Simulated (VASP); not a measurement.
Here is a VASP 6.6.1 calculation.

INCAR

```
SYSTEM = Ga2N
ALGO     = Normal         ! electronic algorithm
EDIFF    = 1E-7           ! SCF threshold, eV
EDIFFG   = -0.01          ! ionic threshold
ENCUT    = 600            ! plane-wave cutoff, eV
GGA      = PE             ! functional
IBRION   = 2              ! ionic algorithm
ISIF     = 3              ! what is computed and relaxed
ISMEAR   = 0              ! smearing method
LASPH    = .True.         ! aspherical terms in the spheres
LCHARG   = .False.        ! write CHGCAR
LREAL    = .False.        ! projectors in reciprocal space
LWAVE    = .False.        ! write WAVECAR
NELM     = 60             ! most SCF steps
NSW      = 100            ! ionic steps
PREC     = Accurate       ! precision mode
SIGMA    = 0.1            ! smearing width, eV
```

The input KPOINTS:

```
k-points
0
Gamma
  16 16 10
  0 0 0
```

POSCAR

```
Ga2N
1.0
    1.8768742834     -2.5492768519      0.0000000000
    1.8768742834      2.5492768519      0.0000000000
    0.0000000000      0.0000000000      4.3894019407
Ga N
2 1
Direct
    0.0000000000      0.5000000000      0.2176184657
    0.5000000000      0.0000000000      0.7823815343
    0.0000000000      0.0000000000      0.5000000000
```

Potentials or basis: VASP PAW PBE potentials, release 64 (Ga_d, N).

Launch:

```sh
$ cat potpaw_PBE.64/Ga_d/POTCAR potpaw_PBE.64/N/POTCAR > POTCAR
$ mpirun -np 1 vasp_std > vasp.out
```

Q: Predict the space group after relaxing (to 0.1 Å).

A: C222 (No. 21).

Q: Estimate the band gap on the k mesh.

A: Zero (an odd number of electrons rules out a gap without spin polarisation).

Q: What does it give for the relaxed cell?

A: a = 3.170 Å, b = 3.170 Å, c = 4.358 Å, α = 90.00°, β = 90.00°, γ = 106.64°.

Final structure:
```
Ga N
1.0
     1.89346   -2.54211    0.00000
     1.89346    2.54211    0.00000
     0.00000    0.00000    4.35803
Ga N
2 1
Direct
  0.00000 0.50000 0.21665
  0.50000 0.00000 0.78335
  0.00000 0.00000 0.50000
```
